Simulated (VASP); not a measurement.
# N (P4_2/mnm) in VASP: a series of runs

Runs on N. Level: PBEsol. Tasks: single point.

Program: VASP 6.6.1. These are calculated values, not measurements. Logs are shortened: lines on timing, memory, paths and dates and some standing lists are left out, and cuts for length are marked.

## 1. The cell of the first run

Symmetry: P4_2/mnm, No. 136, tetragonal system. The conventional cell has a = 4.015 Å, b = 4.015 Å, c = 5.255 Å, α = 90.00°, β = 90.00°, γ = 90.00°. Within 1.5 Å of N (site symmetry m2m) lie 1 N at 1.09 Å.

## 2. Single point, PBEsol

The input, INCAR:

```
  ALGO = Normal
  EDIFF = 1E-6
  ENCUT = 520
  GGA = PS
  ISIF = 2
  ISMEAR = 0
  LASPH = T
  LCHARG = F
  LREAL = F
  LWAVE = F
  NBANDS = 18
  NELM = 80
  PREC = Accurate
  SIGMA = 0.01
```

The input, KPOINTS:

```
k-points
0
Gamma
  6 6 4
```

The input, POSCAR:

```
N
1.0
    4.0148252689      0.0000000000      0.0000000000
    0.0000000000      4.0148252689      0.0000000000
    0.0000000000      0.0000000000      5.2552838483
N
4
Direct
    0.9042800000      0.9042800000      0.0000000000
    0.5957200000      0.4042800000      0.5000000000
    0.0957200000      0.0957200000      0.0000000000
    0.4042800000      0.5957200000      0.5000000000
```

Potentials or basis: VASP PAW PBE potentials, release 64 (N).

Command:

```
> cat potpaw_PBE.64/N/POTCAR > POTCAR
> mpirun -np 1 vasp_std > vasp.out
```

OUTCAR:

```text
EDIFF = 1E-6
   ENCUT = 520
   GGA = PS
   ISIF = 2
   ISMEAR = 0
   LASPH = T
   LREAL = F
   NELM = 80
   PREC = Accurate

 ion  position               nearest neighbor table
   1  0.904  0.904  0.000-   3 1.09
   2  0.596  0.404  0.500-   4 1.09
   3  0.096  0.096  0.000-   1 1.09
   4  0.404  0.596  0.500-   2 1.09

  LATTYP: Found a simple tetragonal cell.
 ALAT       =     4.0148252689
 C/A-ratio  =     1.3089695058

  Lattice vectors:

 A1 = (   4.0148252689,   0.0000000000,   0.0000000000)
 A2 = (   0.0000000000,   4.0148252689,   0.0000000000)
 A3 = (   0.0000000000,   0.0000000000,   5.2552838483)

Analysis of symmetry for initial positions (statically):
=====================================================================
 Subroutine PRICEL returns:
 Original cell was already a primitive cell.

 Routine SETGRP: Setting up the symmetry group for a
 simple tetragonal supercell.

 Subroutine GETGRP returns: Found 16 space group operations
 (whereof  8 operations were pure point group operations)
 out of a pool of 16 trial point group operations.

The static configuration has the point symmetry D_2h.
 The point group associated with its full space group is D_4h.

Analysis of symmetry for dynamics (positions and initial velocities):
=====================================================================
 Subroutine PRICEL returns:
 Original cell was already a primitive cell.

 Routine SETGRP: Setting up the symmetry group for a
 simple tetragonal supercell.

 Subroutine GETGRP returns: Found 16 space group operations
 (whereof  8 operations were pure point group operations)
 out of a pool of 16 trial point group operations.

The dynamic configuration has the point symmetry D_2h.
 The point group associated with its full space group is D_4h.

 Subroutine INISYM returns: Found 16 space group operations
 (whereof  8 operations are pure point group operations),
 and found     1 'primitive' translations

----------------------------------------------------------------------------------------

                                     Primitive cell

  volume of cell :      84.7090

  direct lattice vectors                    reciprocal lattice vectors
     4.014825269  0.000000000  0.000000000     0.249076842  0.000000000  0.000000000
     0.000000000  4.014825269  0.000000000     0.000000000  0.249076842  0.000000000
     0.000000000  0.000000000  5.255283848     0.000000000  0.000000000  0.190284679

  length of vectors
     4.014825269  4.014825269  5.255283848     0.249076842  0.249076842  0.190284679

  position of ions in fractional coordinates (direct lattice)
     0.904280000  0.904280000  0.000000000
     0.595720000  0.404280000  0.500000000
     0.095720000  0.095720000  0.000000000
     0.404280000  0.595720000  0.500000000

  ion indices of the primitive-cell ions
   primitive index   ion index
                 1           1
                 2           2
                 3           3
                 4           4

----------------------------------------------------------------------------------------

 KPOINTS: k-points

Automatic generation of k-mesh.
 Grid dimensions read from file:
 generate k-points for:    6    6    4

 Generating k-lattice:

  Cartesian coordinates                     Fractional coordinates (reciprocal lattice)
     0.041512807  0.000000000  0.000000000     0.166666667  0.000000000  0.000000000
     0.000000000  0.041512807  0.000000000     0.000000000  0.166666667  0.000000000
     0.000000000  0.000000000  0.047571170     0.000000000  0.000000000  0.250000000

  Length of vectors
     0.041512807  0.041512807  0.047571170

  Shift w.r.t. Gamma in fractional coordinates (k-lattice)
     0.000000000  0.000000000  0.000000000

 Subroutine IBZKPT returns following result:
 ===========================================

 Found     30 irreducible k-points:

 Following reciprocal coordinates:
            Coordinates               Weight
  0.000000  0.000000  0.000000      1.000000
  0.166667  0.000000  0.000000      4.000000
  0.333333  0.000000  0.000000      4.000000
  0.500000  0.000000  0.000000      2.000000
  0.166667  0.166667  0.000000      4.000000
  0.333333  0.166667  0.000000      8.000000
[... 16 lines left out ...]
  0.333333  0.000000  0.500000      4.000000
  0.500000  0.000000  0.500000      2.000000
 [... further k-points ...]
   k-points           NKPTS =     30   k-points in BZ     NKDIM =     30   number of bands    NBANDS=     18
   number of dos      NEDOS =    301   number of ions     NIONS =      4
   total plane-waves  NPLWV =  36000
   dimension x,y,z NGX =    30 NGY =   30 NGZ =   40
   dimension x,y,z NGXF=    60 NGYF=   60 NGZF=   80
   ions per type =               4
   NGX,Y,Z   is equivalent  to a cutoff of  12.42, 12.42, 12.65 a.u.
   NGXF,Y,Z  is equivalent  to a cutoff of  24.84, 24.84, 25.31 a.u.
 SYSTEM =  unknown system
   PREC   = accura    normal or accurate (medium, high low for compatibility)
   ISTART =      0    job   : 0-new  1-cont  2-samecut
   ICHARG =      2    charge: 1-file 2-atom 10-const
   ISPIN  =      1    spin polarized calculation?
   LNONCOLLINEAR =      F non collinear calculations
   LSORBIT =      F    spin-orbit coupling
   LASPH  =      T    aspherical Exc in radial PAW
   ENCUT  =  520.0 eV  38.22 Ry    6.18 a.u.   7.46  7.46  9.77*2*pi/ulx,y,z
   NELM   =     80;   NELMIN=  2; NELMDL= -5     # of ELM steps
   EDIFF  = 0.1E-05   stopping-criterion for ELM
   LREAL  =      F    real-space projection
   EDIFFG = 0.1E-04   stopping-criterion for IOM
   NSW    =      0    number of steps for IOM
   IBRION =     -1    ionic relax: 0-MD 1-quasi-New 2-CG
   NFREE  =      0    steps in history (QN), initial steepest desc. (CG)
   ISIF   =      2    stress and relaxation
   ISYM   =      2    0-nonsym 1-usesym 2-fastsym
   POTIM  = 0.5000    time-step for ionic-motion
   TEBEG  =    0.0;   TEEND  =   0.0 temperature during run
   PSTRESS=    0.0 pullay stress
   NELECT =      20.0000    total number of electrons
   NUPDOWN=      -1.0000    fix difference up-down
   EMIN   =  10.00;   EMAX   =-10.00  energy-range for DOS
   EFERMI =   0.00;   METHOD = LEGACY
   ISMEAR =     0;   SIGMA  =   0.01  broadening in eV -4-tet -1-fermi 0-gaus
   EFERMI_NEDOS =   21; number of points for ismear=-14 and -15
   IALGO  =     38    algorithm
   IMIX   =      4    mixing-type and parameters
     AMIX     =   0.40;   BMIX     =  1.00
     AMIX_MAG =   1.60;   BMIX_MAG =  1.00
  volume/ion in A,a.u.               =      21.18       142.91
  Fermi-wavevector in a.u.,A,eV,Ry     =   1.011832  1.912085 13.929694  1.023804
  Thomas-Fermi vector in A             =   2.144905
   LORBIT       =      0    0 simple, 1 ext, 2 COOP (PROOUT), +10 PAW based schemes
   GGA     = PS    functional components
   LHFCALC =     F    Hartree Fock is set to
   AEXX    =    0.0000 exact exchange contribution
   IVDW    =     0    specifies the selected vdW correction
   LEPSILON=     F    determine dielectric tensor
   LRPA    =     F    only Hartree local field effects (RPA)
 non-spin polarized calculation
 Gauss-broadening in eV      SIGMA  =   0.01
  energy-cutoff  :      520.00
  volume of cell :       84.71
 maximum number of plane-waves:      2339
 NGX is ok and might be reduce to    30
   NGX = 15   NGY = 15   NGZ = 19

 number of electron      19.9999999 magnetization

 Free energy of the ion-electron system (eV)
  ---------------------------------------------------
  ext. energy  EPLUGINS =         0.00000000
  ---------------------------------------------------
  free energy    TOTEN  =       -34.03416624 eV

  energy without entropy =      -34.03416624  energy(sigma->0) =      -34.03416624

 E-fermi :  -6.0991     XC(G=0):  -6.6841

 val. band max:       -6.1842338379   @ k =   0.5000   0.5000   0.5000
 cond. band min:       0.7476222934   @ k =   0.0000   0.0000   0.0000
 fundamental gap:      6.9318561314
 Fermi energy:        -6.0991156445

 k-point     1 :       0.0000    0.0000    0.0000
  band No.  band energies     occupation
      1     -24.8955      2.00000
      2     -24.8239      2.00000
      3      -9.3897      2.00000
      4      -9.3897      2.00000
      5      -8.4782      2.00000
      6      -7.8518      2.00000
[... 10 lines left out ...]
     17       8.0129      0.00000
     18      11.9930      0.00000

 k-point     2 :       0.1667    0.0000    0.0000
  band No.  band energies     occupation
      1     -24.8872      2.00000
      2     -24.8250      2.00000
      3      -9.4659      2.00000
      4      -9.4589      2.00000
      5      -8.4218      2.00000
      6      -7.9993      2.00000
[... 10 lines left out ...]
     17       8.1839      0.00000
     18      10.8130      0.00000

 k-point     3 :       0.3333    0.0000    0.0000
  band No.  band energies     occupation
      1     -24.8672      2.00000
      2     -24.8313      2.00000
      3      -9.6135      2.00000
      4      -9.6051      2.00000
      5      -8.2723      2.00000
      6      -8.0946      2.00000
[... 10 lines left out ...]
     17       8.6967      0.00000
     18       9.9621      0.00000

 k-point     4 :       0.5000    0.0000    0.0000
  band No.  band energies     occupation
      1     -24.8457      2.00000
      2     -24.8457      2.00000
      3      -9.6821      2.00000
      4      -9.6821      2.00000
      5      -8.0806      2.00000
      6      -8.0806      2.00000
[... 375 lines left out ...]
      4      -9.4668      2.00000
      5      -8.2610      2.00000
      6      -8.2610      2.00000
[... 10 lines left out ...]
     17      10.0584      0.00000
     18      10.0584      0.00000

 k-point    23 :       0.3333    0.0000    0.5000
  band No.  band energies     occupation
      1     -24.8489      2.00000
      2     -24.8489      2.00000
      3      -9.6390      2.00000
      4      -9.6390      2.00000
      5      -8.2148      2.00000
      6      -8.2148      2.00000
[... 10 lines left out ...]
     17       9.1649      0.00000
     18       9.1649      0.00000

 k-point    24 :       0.5000    0.0000    0.5000
  band No.  band energies     occupation
      1     -24.8454      2.00000
      2     -24.8454      2.00000
      3      -9.7196      2.00000
      4      -9.7196      2.00000
      5      -8.1957      2.00000
      6      -8.1957      2.00000
[... 10 lines left out ...]
     17       8.6720      0.00000
     18       8.6720      0.00000

 [... further k-points ...]
[... 5 lines left out ...]
  --------------------------------------------------------------------------------------
  -------------------------------------------------------------------------------------
  Total        4.5229405      4.5229405      0.1336369     -0.0000000      0.0000000      0.0000000
  in kB       85.5464476     85.5464476      2.5275955     -0.0000000      0.0000000      0.0000000
  external PRESSURE =      57.8734969 kB  Pullay stress =       0.0000000 kB

 VOLUME and BASIS-vectors are now :
 -----------------------------------------------------------------------------
  energy-cutoff  :      520.00
  volume of cell :       84.71
      direct lattice vectors                 reciprocal lattice vectors
     4.014825269  0.000000000  0.000000000     0.249076842  0.000000000  0.000000000
     0.000000000  4.014825269  0.000000000     0.000000000  0.249076842  0.000000000
     0.000000000  0.000000000  5.255283848     0.000000000  0.000000000  0.190284679

 POSITION                                       TOTAL-FORCE (eV/Angst)
 -----------------------------------------------------------------------------------
      3.63053      3.63053      0.00000        -2.884449     -2.884449     -0.000000
      2.39171      1.62311      2.62764         2.884449     -2.884449      0.000000
      0.38430      0.38430      0.00000         2.884449      2.884449      0.000000
      1.62311      2.39171      2.62764        -2.884449      2.884449      0.000000
 -----------------------------------------------------------------------------------
    total drift:                                0.000000      0.000000     -0.000000

  FREE ENERGIE OF THE ION-ELECTRON SYSTEM (eV)
  ---------------------------------------------------
  free  energy   TOTEN  =       -34.0341662361 eV

  energy  without entropy=      -34.0341662361  energy(sigma->0) =      -34.03416624
```

Wall time 19 s (1 thread of Intel Xeon Platinum 8559C (Emerald Rapids), shared host); peak memory 0.18 GiB.

What came out:

| Property | Result |
| --- | --- |
| Free energy | -34.0342 eV |
| Pressure | 5.8 GPa |
| Largest force | 4.079 eV/Å |
| Band gap on the k mesh | 6.93 eV, indirect (least direct gap 7.15 eV) |

Forces on the atoms (eV/Å):
```
N   -2.884 -2.884  0.000
N    2.884 -2.884  0.000
N    2.884  2.884  0.000
N   -2.884  2.884  0.000
```

Caveat: the standard files for N, O and F lose accuracy on very short bonds; the PAW data sets were made with another functional, which shifts forces and pressure a little.

## 3. Single point, PBEsol

This run uses another cell than the first one, of 21.85 Å³/atom, 1.032 times its volume.

The input, INCAR:

```
SYSTEM = N
ALGO = Normal ; EDIFF = 1E-7
ENCUT = 520 ; GGA = PS
ISIF = 2 ; ISMEAR = 0
LASPH = .TRUE. ; LCHARG = .FALSE.
LREAL = .FALSE. ; LWAVE = .FALSE.
NBANDS = 18 ; NELM = 60
PREC = Accurate ; SIGMA = 0.01
```

The input, KPOINTS:

```
k-points
0
G
  6 6 4
  0 0 0
```

The input, POSCAR:

```
N
1.0
    4.0566493754      0.0000000000      0.0000000000
    0.0000000000      4.0566493754      0.0000000000
    0.0000000000      0.0000000000      5.3100303283
N
4
Direct
    0.9042800000      0.9042800000      0.0000000000
    0.5957200000      0.4042800000      0.5000000000
    0.0957200000      0.0957200000      0.0000000000
    0.4042800000      0.5957200000      0.5000000000
```

Potentials or basis: VASP PAW PBE potentials, release 64 (N).

Command:

```
> cat potpaw_PBE.64/N/POTCAR > POTCAR
> mpirun -np 1 vasp_std > vasp.out
```

Wall time 22 s (1 thread of Intel Xeon Platinum 8559C (Emerald Rapids), shared host); peak memory 0.18 GiB.

It converged, with:

* Free energy: -34.1108 eV
* Pressure: 2.9 GPa
* Largest force: 2.092 eV/Å
* Band gap on the k mesh: 6.87 eV, indirect (least direct gap 7.08 eV)

Forces on the atoms (eV/Å):
```
N   -1.479 -1.479  0.000
N    1.479 -1.479  0.000
N    1.479  1.479  0.000
N   -1.479  1.479  0.000
```

Stress tensor (GPa, compression positive):
```
4.32 0.00 0.00
0.00 4.32 0.00
0.00 0.00 0.17
```

Levels at points of the mesh, in eV from the valence-band top:
```
           k point  band 7  band 8  band 9  band 10  band 11  band 12  band 13  band 14
(0.00, 0.00, 0.00)   -1.57   -1.48   -1.06    -0.21     6.87     7.79     8.17     8.17
(0.50, 0.00, 0.00)   -1.78   -1.78   -0.25    -0.25     7.95     7.95     7.96     7.96
(0.50, 0.50, 0.00)   -1.73   -1.73   -0.03    -0.03     7.71     7.71     8.74     8.74
(0.00, 0.00, 0.50)   -1.59   -1.59   -0.46    -0.46     7.30     7.30     8.16     8.16
(0.50, 0.00, 0.50)   -1.58   -1.58   -0.30    -0.30     7.57     7.57     8.27     8.27
(0.50, 0.50, 0.50)   -1.77   -1.77    0.00     0.00     7.74     7.74     8.74     8.74
```

Caveat: the standard files for N, O and F lose accuracy on very short bonds; the PAW data sets were made with another functional, which shifts forces and pressure a little. A k mesh can miss the band edges.

## 4. Single point, PBEsol

This run uses another cell than the first one, of 22.51 Å³/atom, 1.063 times its volume.

The input, INCAR:

```
SYSTEM = N
PREC = Accurate ; ENCUT = 520
EDIFF = 1E-7 ; ISMEAR = 0
SIGMA = 0.01 ; LREAL = .False.
LASPH = .True. ; NELM = 60
ALGO = Normal ; ISIF = 2
LWAVE = .False. ; LCHARG = .True.
GGA = PS ; LELF = .True.
LVHAR = .True. ; NBANDS = 18
```

The input, KPOINTS:

```
Automatic mesh
0
Gamma
  6 6 4
  0 0 0
```

The input, POSCAR:

```
N
1.0
    4.0976284053      0.0000000000      0.0000000000
    0.0000000000      4.0976284053      0.0000000000
    0.0000000000      0.0000000000      5.3636706288
N
4
Direct
    0.9042800000      0.9042800000      0.0000000000
    0.5957200000      0.4042800000      0.5000000000
    0.0957200000      0.0957200000      0.0000000000
    0.4042800000      0.5957200000      0.5000000000
```

Command:

```
> cat potpaw_PBE.64/N/POTCAR > POTCAR
> mpirun -np 1 vasp_std > vasp.out
```

Run time: 27 s. Hardware: 1 thread of Intel Xeon Platinum 8559C (Emerald Rapids), shared host; peak memory 0.18 GiB.

The run converged. Its results:

```yaml
Free_energy: -34.1427 eV
Pressure: 0.5 GPa
Largest_force: 0.299 eV/Å
Band_gap_on_the_k_mesh: 6.81 eV, indirect (least direct gap 7.01 eV)
```

Forces in eV/Å, atoms in the order of the input:
```
N   -0.211 -0.211  0.000
N    0.211 -0.211  0.000
N    0.211  0.211  0.000
N   -0.211  0.211  0.000
```

Stress tensor (GPa, compression positive):
```
0.66 0.00 0.00
0.00 0.66 0.00
0.00 0.00 0.12
```

Levels at points of the mesh, in eV from the valence-band top:
```csv
k point,band 7,band 8,band 9,band 10,band 11,band 12,band 13,band 14
"(0.00, 0.00, 0.00)",-1.48,-1.39,-0.99,-0.20,6.81,7.67,8.03,8.03
"(0.50, 0.00, 0.00)",-1.68,-1.68,-0.23,-0.23,7.83,7.83,7.84,7.84
"(0.50, 0.50, 0.00)",-1.63,-1.63,-0.03,-0.03,7.60,7.60,8.57,8.57
"(0.00, 0.00, 0.50)",-1.50,-1.50,-0.44,-0.44,7.22,7.22,8.02,8.02
"(0.50, 0.00, 0.50)",-1.48,-1.48,-0.28,-0.28,7.47,7.47,8.13,8.13
"(0.50, 0.50, 0.50)",-1.67,-1.67,0.00,0.00,7.63,7.63,8.57,8.57
```

Caveat: the standard files for N, O and F lose accuracy on very short bonds; the PAW data sets were made with another functional, which shifts forces and pressure a little. A k mesh can miss the band edges.

## 5. Overview

| cell | gap on the mesh (eV) | pressure (GPa) | largest force (eV/Å) |
| --- | --- | --- | --- |
| a = 4.015, b = 4.015, c = 5.255 Å, 4 atoms | 6.93 | 5.8 | 4.08 |
| a = 4.057, b = 4.057, c = 5.310 Å, 4 atoms | 6.87 | 2.9 | 2.09 |
| a = 4.098, b = 4.098, c = 5.364 Å, 4 atoms | 6.81 | 0.5 | 0.30 |

Alike in all rows: task single point; level PBEsol; potentials or basis VASP PAW PBE potentials, release 64 (N); no spin polarisation; k mesh 6 × 6 × 4; cutoff (eV) 520; smearing gaussian 0.01 eV.

Caveats: the standard files for N, O and F lose accuracy on very short bonds; the PAW data sets were made with another functional, which shifts forces and pressure a little.

Total energies depend on the potentials used, so only differences within one code and one set of settings carry meaning.
